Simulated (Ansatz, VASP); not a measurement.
TiTl2I6O18 in VASP and in Ansatz

```
CELL_PARAMETERS angstrom
5.70835 3.29572 3.79843
-5.70835 3.29572 3.79843
0.00000 -6.59143 3.79843
ATOMIC_POSITIONS crystal
Ti 0.50000 0.50000 0.50000
Tl 0.83104 0.83104 0.83104
Tl 0.16896 0.16896 0.16896
I 0.70492 0.12398 0.33982
I 0.33982 0.70492 0.12398
I 0.12398 0.33982 0.70492
I 0.29508 0.87602 0.66018
I 0.66018 0.29508 0.87602
I 0.87602 0.66018 0.29508
O 0.54825 0.29821 0.33577
O 0.33577 0.54825 0.29821
O 0.29821 0.33577 0.54825
O 0.45175 0.70179 0.66423
O 0.66423 0.45175 0.70179
O 0.70179 0.66423 0.45175
O 0.90772 0.29162 0.39289
O 0.39289 0.90772 0.29162
O 0.29162 0.39289 0.90772
O 0.09228 0.70838 0.60711
O 0.60711 0.09228 0.70838
O 0.70838 0.60711 0.09228
O 0.68598 0.07984 0.09621
O 0.09621 0.68598 0.07984
O 0.07984 0.09621 0.68598
O 0.31402 0.92016 0.90379
O 0.90379 0.31402 0.92016
O 0.92016 0.90379 0.31402
```

Alike in both runs: functional PBE; k mesh 3 × 3 × 3; occupations fermi-dirac, width 0.02 eV; no spin polarisation.

Ansatz relaxed the structure, and its values are those at the end. VASP's run is a single point on that final structure, the one shown.

```csv
,VASP,Ansatz
version,VASP 6.6.1,Ansatz 0.2.0
potentials or method,"VASP PAW PBE potentials, release 64 (Ti_sv, Tl_d, I, O)","plane-wave PAW, scalar-relativistic"
plane-wave cutoff (eV),520,420
valence electrons in the cell,188,248
```

Ansatz gave:

| Item | Value |
| --- | --- |
| gap on the k mesh at the Fermi level (eV) | 2.60 |
| pressure (GPa) | 2.4 |
| rms of the force components (eV/Å) | 0.005 |

Problem. Estimate VASP's values.

Solution. gap on the k mesh at the Fermi level (eV): 2.59; pressure (GPa): 2.0; rms of the force components (eV/Å): 0.032.

VASP's potentials hold 188 valence electrons a cell and Ansatz's 248, so a difference there can come from the potentials and not from the codes. Ansatz's warnings: stress scf threshold loose.

Spin-orbit coupling is off throughout.
